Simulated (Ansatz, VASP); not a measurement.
NiO in VASP and in Ansatz

File INCAR:

```
  ALGO = Normal
  EDIFF = 1E-6
  ENCUT = 520
  GGA = PE
  ISIF = 2
  ISMEAR = -1
  ISPIN = 2
  LASPH = True
  LCHARG = False
  LMAXMIX = 4
  LORBIT = 11
  LREAL = False
  LWAVE = False
  MAGMOM = 1 0
  NBANDS = 19
  NELM = 150
  PREC = Accurate
  SIGMA = 0.05
```

File KPOINTS:

```
k-points
0
Gamma
  9 9 9
```

Contents of POSCAR:

```
NiO
1.0
    0.0000000000      2.0859016414      2.0024655757
    2.0859016414      0.0000000000      2.0024655757
    2.0859016414      2.0859016414      0.0000000000
Ni O
1 1
Direct
    0.0000000000      0.0000000000      0.0000000000
    0.5000000000      0.5000000000      0.5000000000
```

File input.yaml:

```yaml
crystal:
  lattice:
    - [0.0, 2.0859016414, 2.0024655757]
    - [2.0859016414, 0.0, 2.0024655757]
    - [2.0859016414, 2.0859016414, 0.0]
  atoms:
    - { symbol: Ni, position: [0.0, 0.0, 0.0], spin: 1.0 }
    - { symbol: O, position: [0.5, 0.5, 0.5] }
hamiltonian:
  xc: pbe
  pseudopotentials: { kind: paw }
magnetization:
  spin_polarized: true
kpoints:
  mp_grid: { grid: [9, 9, 9] }
  band_path:
    path:
      - [[0.0, 0.0, 0.0], [0.0, 0.5, 0.5], [0.2712673611, 0.5, 0.7712673611], [0.3856336806, 0.3856336806, 0.7712673611], [0.0, 0.0, 0.0], [-0.5, -0.5, 0.0], [-0.3856336806, -0.3856336806, 0.2287326389], [0.0, 0.0, 0.5], [-0.25, 0.25, 0.5], [-0.5, -0.2712673611, 0.2287326389], [-0.5, -0.5, 0.0]]
      - [[0.0, 0.5, 0.5], [-0.25, 0.25, 0.5]]
    npoints: 14
scf:
  occupations: { method: fermi_dirac, width: 0.05 }
  n_extra_bands: 6
output:
  forces: true
  stress: true
  eigenvalues: true
  fatbands: true
```

Alike in both runs: functional PBE; k mesh 9 × 9 × 9; occupations fermi-dirac, width 0.05 eV; collinear spin.

|  | VASP | Ansatz |
| --- | --- | --- |
| version | VASP 6.6.1 | Ansatz 0.2.0 |
| potentials or method | VASP PAW PBE potentials, release 64 (Ni, O) | Ansatz PAW |
| plane-wave cutoff (eV) | 520 | 420 |
| valence electrons in the cell | 16 | 24 |
| task | single point | band structure |

```csv
,VASP,Ansatz,Ansatz less VASP
gap on the k mesh at the Fermi level (eV),none,none,-
pressure (GPa),13.1,13.7,+0.60
"traceless stress, the component that is largest in VASP (GPa)",3.77,3.90,+0.127
net moment per atom (μB),0.72,0.76,+0.037
size of the moment on the site where the two differ most (μB),1.20,1.23,+0.024
```

Site moments also hang on the region over which each program counts them. A gap of «none» marks a metal or a gap that the smearing closes. VASP's potentials hold 16 valence electrons a cell and Ansatz's 24, so a difference there can come from the potentials and not from the codes.
